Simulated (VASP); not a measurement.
# TaN (P6_3/mmc) in VASP: a series of runs

TaN is run at these levels: PBEsol; tasks: electric field gradients.

All numbers are computed with VASP 6.6.1; they aren't measurements. Logs are shortened: lines on timing, memory, paths and dates and some standing lists are left out, and cuts for length are marked.

**1. The cell of the first run**

The structure is hexagonal, space group P6_3/mmc (No. 194). Conventional cell: a = 3.048 Å, b = 3.048 Å, c = 5.016 Å, α = 90.00°, β = 90.00°, γ = 120.00°. Within 2.9 Å of Ta (site symmetry -3m) lie 6 N at 2.16 Å and 2 Ta at 2.51 Å. Within 2.9 Å of N (site symmetry -6m2) lie 6 Ta at 2.16 Å.

**2. Electric field gradients, PBEsol (zz strain of +2 %)**

INCAR

```
SYSTEM = TaN
ALGO = Normal
EDIFF = 1E-8
ENCUT = 520
GGA = PS
GGA_COMPAT = .False.
ISIF = 2
ISMEAR = -1
LASPH = .True.
LCHARG = .False.
LEFG = .True.
LREAL = .False.
LWAVE = .False.
NBANDS = 24
NELM = 120
PREC = Accurate
SIGMA = 0.01
```

KPOINTS

```
k-points
0
Gamma
  9 9 5
  0 0 0
```

POSCAR

```
TaN
1.0
    3.0480019786      0.0000000000      0.0000000000
   -1.5240009893      2.6396471442      0.0000000000
    0.0000000000      0.0000000000      5.0163600000
Ta N
2 2
Direct
    0.0000000000      0.0000000000      0.0000000000
    0.0000000000      0.0000000000      0.5000000000
    0.3333333333      0.6666666667      0.2500000000
    0.6666666667      0.3333333333      0.7500000000
```

Potentials or basis: VASP PAW PBE potentials, release 64 (Ta_pv, N).

Command:

```
cat potpaw_PBE.64/Ta_pv/POTCAR potpaw_PBE.64/N/POTCAR > POTCAR
mpirun -np 1 vasp_std > vasp.out
```

OUTCAR:

```text
SYSTEM = TaN
   EDIFF = 1E-8
   ENCUT = 520
   GGA = PS
   ISIF = 2
   ISMEAR = -1
   LASPH = .True.
   LREAL = .False.
   NELM = 120
   PREC = Accurate

 ion  position               nearest neighbor table
   1  0.000  0.000  0.000-   3 2.16   4 2.16   3 2.16   4 2.16   4 2.16   3 2.16   2 2.51   2 2.51

   2  0.000  0.000  0.500-   3 2.16   4 2.16   3 2.16   4 2.16   4 2.16   3 2.16   1 2.51   1 2.51

   3  0.333  0.667  0.250-   1 2.16   2 2.16   1 2.16   2 2.16   1 2.16   2 2.16
   4  0.667  0.333  0.750-   1 2.16   2 2.16   1 2.16   2 2.16   1 2.16   2 2.16

  LATTYP: Found a hexagonal cell.
 ALAT       =     3.0480019786
 C/A-ratio  =     1.6457863332

  Lattice vectors:

 A1 = (   3.0480019786,   0.0000000000,   0.0000000000)
 A2 = (  -1.5240009893,   2.6396471442,   0.0000000000)
 A3 = (   0.0000000000,   0.0000000000,   5.0163600000)

Analysis of symmetry for initial positions (statically):
=====================================================================
 Subroutine PRICEL returns:
 Original cell was already a primitive cell.

 Routine SETGRP: Setting up the symmetry group for a
 hexagonal supercell.

 Subroutine GETGRP returns: Found 24 space group operations
 (whereof 12 operations were pure point group operations)
 out of a pool of 24 trial point group operations.

The static configuration has the point symmetry D_3d.
 The point group associated with its full space group is D_6h.

Analysis of symmetry for dynamics (positions and initial velocities):
=====================================================================
 Subroutine PRICEL returns:
 Original cell was already a primitive cell.

 Routine SETGRP: Setting up the symmetry group for a
 hexagonal supercell.

 Subroutine GETGRP returns: Found 24 space group operations
 (whereof 12 operations were pure point group operations)
 out of a pool of 24 trial point group operations.

The dynamic configuration has the point symmetry D_3d.
 The point group associated with its full space group is D_6h.

 Subroutine INISYM returns: Found 24 space group operations
 (whereof 12 operations are pure point group operations),
 and found     1 'primitive' translations

----------------------------------------------------------------------------------------

                                     Primitive cell

  volume of cell :      40.3599

  direct lattice vectors                    reciprocal lattice vectors
     3.048001979  0.000000000  0.000000000     0.328083777  0.189419257  0.000000000
    -1.524000989  2.639647144  0.000000000     0.000000000  0.378838513  0.000000000
     0.000000000  0.000000000  5.016360000     0.000000000  0.000000000  0.199347734

  length of vectors
     3.048001979  3.048001979  5.016360000     0.378838513  0.378838513  0.199347734

  position of ions in fractional coordinates (direct lattice)
     0.000000000  0.000000000  0.000000000
     0.000000000  0.000000000  0.500000000
     0.333333333  0.666666667  0.250000000
     0.666666667  0.333333333  0.750000000

  ion indices of the primitive-cell ions
   primitive index   ion index
                 1           1
                 2           2
                 3           3
                 4           4

----------------------------------------------------------------------------------------

 KPOINTS: k-points

Automatic generation of k-mesh.
 Grid dimensions read from file:
 generate k-points for:    9    9    5

 Generating k-lattice:

  Cartesian coordinates                     Fractional coordinates (reciprocal lattice)
     0.036453753  0.021046584  0.000000000     0.111111111  0.000000000  0.000000000
     0.000000000  0.042093168  0.000000000     0.000000000  0.111111111  0.000000000
     0.000000000  0.000000000  0.039869547     0.000000000  0.000000000  0.200000000

  Length of vectors
     0.042093168  0.042093168  0.039869547

  Shift w.r.t. Gamma in fractional coordinates (k-lattice)
     0.000000000  0.000000000  0.000000000

 Subroutine IBZKPT returns following result:
 ===========================================

 Found     36 irreducible k-points:

 Following reciprocal coordinates:
            Coordinates               Weight
  0.000000  0.000000  0.000000      1.000000
  0.111111 -0.000000  0.000000      6.000000
  0.222222 -0.000000  0.000000      6.000000
  0.333333 -0.000000  0.000000      6.000000
  0.444444 -0.000000  0.000000      6.000000
  0.111111  0.111111  0.000000      6.000000
[... 16 lines left out ...]
  0.333333  0.222222  0.200000     24.000000
  0.333333  0.333333  0.200000      4.000000
 [... further k-points ...]
   k-points           NKPTS =     36   k-points in BZ     NKDIM =     36   number of bands    NBANDS=     24
   number of dos      NEDOS =    301   number of ions     NIONS =      4
   total plane-waves  NPLWV =  23040
   dimension x,y,z NGX =    24 NGY =   24 NGZ =   40
   dimension x,y,z NGXF=    48 NGYF=   48 NGZF=   80
   ions per type =               2   2
   NGX,Y,Z   is equivalent  to a cutoff of  13.09, 13.09, 13.26 a.u.
   NGXF,Y,Z  is equivalent  to a cutoff of  26.18, 26.18, 26.51 a.u.
 SYSTEM =  TaN
   PREC   = accura    normal or accurate (medium, high low for compatibility)
   ISTART =      0    job   : 0-new  1-cont  2-samecut
   ICHARG =      2    charge: 1-file 2-atom 10-const
   ISPIN  =      1    spin polarized calculation?
   LNONCOLLINEAR =      F non collinear calculations
   LSORBIT =      F    spin-orbit coupling
   LASPH  =      T    aspherical Exc in radial PAW
   ENCUT  =  520.0 eV  38.22 Ry    6.18 a.u.   5.67  5.67  9.33*2*pi/ulx,y,z
   NELM   =    120;   NELMIN=  2; NELMDL= -5     # of ELM steps
   EDIFF  = 0.1E-07   stopping-criterion for ELM
   LREAL  =      F    real-space projection
   EDIFFG = 0.1E-06   stopping-criterion for IOM
   NSW    =      0    number of steps for IOM
   IBRION =     -1    ionic relax: 0-MD 1-quasi-New 2-CG
   NFREE  =      0    steps in history (QN), initial steepest desc. (CG)
   ISIF   =      2    stress and relaxation
   ISYM   =      2    0-nonsym 1-usesym 2-fastsym
   POTIM  = 0.5000    time-step for ionic-motion
   TEBEG  =    0.0;   TEEND  =   0.0 temperature during run
   PSTRESS=    0.0 pullay stress
   NELECT =      32.0000    total number of electrons
   NUPDOWN=      -1.0000    fix difference up-down
   EMIN   =  10.00;   EMAX   =-10.00  energy-range for DOS
   EFERMI =   0.00;   METHOD = LEGACY
   ISMEAR =    -1;   SIGMA  =   0.01  broadening in eV -4-tet -1-fermi 0-gaus
   EFERMI_NEDOS =   21; number of points for ismear=-14 and -15
   IALGO  =     38    algorithm
   IMIX   =      4    mixing-type and parameters
     AMIX     =   0.40;   BMIX     =  1.00
     AMIX_MAG =   1.60;   BMIX_MAG =  1.00
  volume/ion in A,a.u.               =      10.09        68.09
  Fermi-wavevector in a.u.,A,eV,Ry     =   1.515217  2.863345 31.237386  2.295883
  Thomas-Fermi vector in A             =   2.624771
   LORBIT       =      0    0 simple, 1 ext, 2 COOP (PROOUT), +10 PAW based schemes
   GGA     = PS    functional components
   LHFCALC =     F    Hartree Fock is set to
   AEXX    =    0.0000 exact exchange contribution
   IVDW    =     0    specifies the selected vdW correction
   LEPSILON=     F    determine dielectric tensor
   LRPA    =     F    only Hartree local field effects (RPA)
 non-spin polarized calculation
  energy-cutoff  :      520.00
  volume of cell :       40.36
 maximum number of plane-waves:      1105
 NGX is ok and might be reduce to    24
   NGX = 11   NGY = 11   NGZ = 19

 number of electron      32.0000002 magnetization

 Free energy of the ion-electron system (eV)
  ---------------------------------------------------
  ext. energy  EPLUGINS =         0.00000000
  ---------------------------------------------------
  free energy    TOTEN  =       -44.79968552 eV

  energy without entropy =      -44.79866778  energy(sigma->0) =      -44.79917665

 E-fermi :   9.4347     XC(G=0): -13.8027

 val. band max:        9.4331911768   @ k =   0.2222   0.2222   0.4000
 cond. band min:       9.4494073038   @ k =   0.3333   0.2222   0.2000
 fundamental gap:      0.0162161270
 Fermi energy:         9.4347023662

 k-point     1 :       0.0000    0.0000    0.0000
  band No.  band energies     occupation
      1     -27.4077      2.00000
      2     -25.7546      2.00000
      3     -25.7546      2.00000
      4     -25.4376      2.00000
      5     -25.4376      2.00000
      6     -24.7580      2.00000
[... 16 lines left out ...]
     23      14.2531      0.00000
     24      15.6849      0.00000

 k-point     2 :       0.1111   -0.0000    0.0000
  band No.  band energies     occupation
      1     -27.3811      2.00000
      2     -25.8671      2.00000
      3     -25.7781      2.00000
      4     -25.5254      2.00000
      5     -25.4566      2.00000
      6     -24.7474      2.00000
[... 16 lines left out ...]
     23      15.0353      0.00000
     24      15.6329      0.00000

 k-point     3 :       0.2222   -0.0000    0.0000
  band No.  band energies     occupation
      1     -27.3132      2.00000
      2     -26.1412      2.00000
      3     -25.8369      2.00000
      4     -25.7423      2.00000
      5     -25.5044      2.00000
      6     -24.7204      2.00000
[... 16 lines left out ...]
     23      15.8965      0.00000
     24      15.9164      0.00000

 k-point     4 :       0.3333   -0.0000    0.0000
  band No.  band energies     occupation
      1     -27.2349      2.00000
      2     -26.4357      2.00000
      3     -25.9801      2.00000
      4     -25.9030      2.00000
      5     -25.5582      2.00000
      6     -24.6895      2.00000
[... 16 lines left out ...]
     23      16.5335      0.00000
     24      16.7573      0.00000

 k-point     5 :       0.4444   -0.0000    0.0000
  band No.  band energies     occupation
      1     -27.1834      2.00000
      2     -26.6189      2.00000
      3     -26.1305      2.00000
      4     -25.9456      2.00000
      5     -25.5931      2.00000
      6     -24.6693      2.00000
[... 451 lines left out ...]
 k-point    22 :       0.2222    0.2222    0.2000
  band No.  band energies     occupation
      1     -26.9885      2.00000
      2     -26.4061      2.00000
      3     -26.0377      2.00000
      4     -26.0194      2.00000
      5     -25.7178      2.00000
      6     -24.9525      2.00000
[... 16 lines left out ...]
     23      15.8364      0.00000
     24      16.9015      0.00000

 k-point    23 :       0.3333    0.2222    0.2000
  band No.  band energies     occupation
      1     -26.9495      2.00000
      2     -26.4666      2.00000
      3     -26.1397      2.00000
      4     -26.0864      2.00000
      5     -25.8140      2.00000
      6     -24.9340      2.00000
[... 16 lines left out ...]
     23      16.0893      0.00000
     24      17.2426      0.00000

 k-point    24 :       0.3333    0.3333    0.2000
  band No.  band energies     occupation
      1     -26.9356      2.00000
      2     -26.3353      2.00000
      3     -26.3353      2.00000
      4     -25.9779      2.00000
      5     -25.9779      2.00000
      6     -24.9275      2.00000
[... 16 lines left out ...]
     23      16.7784      0.00000
     24      16.7784      0.00000

 [... further k-points ...]
[... 5 lines left out ...]
  --------------------------------------------------------------------------------------
  -------------------------------------------------------------------------------------
  Total        2.7687716      2.7687716     22.9204290      0.0000000      0.0000000     -0.0000000
  in kB      109.9127063    109.9127063    909.8787172      0.0000000      0.0000000     -0.0000000
  external PRESSURE =     376.5680433 kB  Pullay stress =       0.0000000 kB

 VOLUME and BASIS-vectors are now :
 -----------------------------------------------------------------------------
  energy-cutoff  :      520.00
  volume of cell :       40.36
      direct lattice vectors                 reciprocal lattice vectors
     3.048001979  0.000000000  0.000000000     0.328083777  0.189419257  0.000000000
    -1.524000989  2.639647144  0.000000000     0.000000000  0.378838513  0.000000000
     0.000000000  0.000000000  5.016360000     0.000000000  0.000000000  0.199347734

 POSITION                                       TOTAL-FORCE (eV/Angst)
 -----------------------------------------------------------------------------------
      0.00000      0.00000      0.00000         0.000000      0.000000      0.000000
      0.00000      0.00000      2.50818        -0.000000      0.000000      0.000000
     -0.00000      1.75976      1.25409         0.000000      0.000000      0.000000
      1.52400      0.87988      3.76227        -0.000000      0.000000     -0.000000
 -----------------------------------------------------------------------------------
    total drift:                               -0.000000      0.000000      0.000000

  FREE ENERGIE OF THE ION-ELECTRON SYSTEM (eV)
  ---------------------------------------------------
  free  energy   TOTEN  =       -44.7996855205 eV

  energy  without entropy=      -44.7986677829  energy(sigma->0) =      -44.79917665

 Electric field gradients (V/A^2)
---------------------------------------------------------------------
 ion       V_xx      V_yy      V_zz      V_xy      V_xz      V_yz
---------------------------------------------------------------------
   1      95.711    95.710  -191.421    -0.000    -0.000     0.000
   2      95.711    95.710  -191.421    -0.000     0.000    -0.000
   3      -1.571    -1.570     3.141     0.001     0.000     0.000
   4      -1.571    -1.570     3.141     0.001     0.000     0.000
---------------------------------------------------------------------

 Electric field gradients after diagonalization (V/A^2)
 (convention: |V_zz| > |V_xx| > |V_yy|)
----------------------------------------------------------------------
 ion       V_xx      V_yy      V_zz     asymmetry (V_yy - V_xx)/ V_zz
----------------------------------------------------------------------
   1      95.711    95.710  -191.421       0.000
   2      95.711    95.710  -191.421       0.000
   3      -1.571    -1.570     3.141       0.000
   4      -1.571    -1.570     3.141       0.000
----------------------------------------------------------------------

           NMR quadrupolar parameters

 Cq : quadrupolar parameter    Cq=e*Q*V_zz/h
 eta: asymmetry parameters     (V_yy - V_xx)/ V_zz
 Q  : nuclear electric quadrupole moment in mb (millibarn)
----------------------------------------------------------------------
 ion       Cq(MHz)       eta       Q (mb)
----------------------------------------------------------------------
   1      -0.463       0.000       1.000
   2      -0.463       0.000       1.000
   3       0.008       0.000       1.000
   4       0.008       0.000       1.000
----------------------------------------------------------------------
```

Wall time 32 s (1 thread of Intel Xeon Platinum 8259CL at 2.50GHz (Skylake/Cascade Lake), shared host); peak memory 0.17 GiB.

Results:

- Free energy: -44.7997 eV
- Pressure: 37.7 GPa
- Band gap on the k mesh: zero (band 16 reaches 9.98 eV, above the bottom of band 17 at 7.86 eV)

Electric field gradients, principal values (V/Å²):
```
atom   least  middle  greatest (by size)
1 Ta  95.710  95.711            -191.421
2 Ta  95.710  95.711            -191.421
 3 N  -1.570  -1.571               3.141
 4 N  -1.570  -1.571               3.141
```

Caveat: the cell differs from its parent crystal (zz strain of +2 %); without QUAD_EFG the Cq values of the log hold for a quadrupole moment of 1 mb, not for the nuclei; the PAW data sets were made with another functional, which shifts forces and pressure a little; spin-orbit coupling is left out, which moves the levels of the heavy elements.

[end of part 1 of 3]
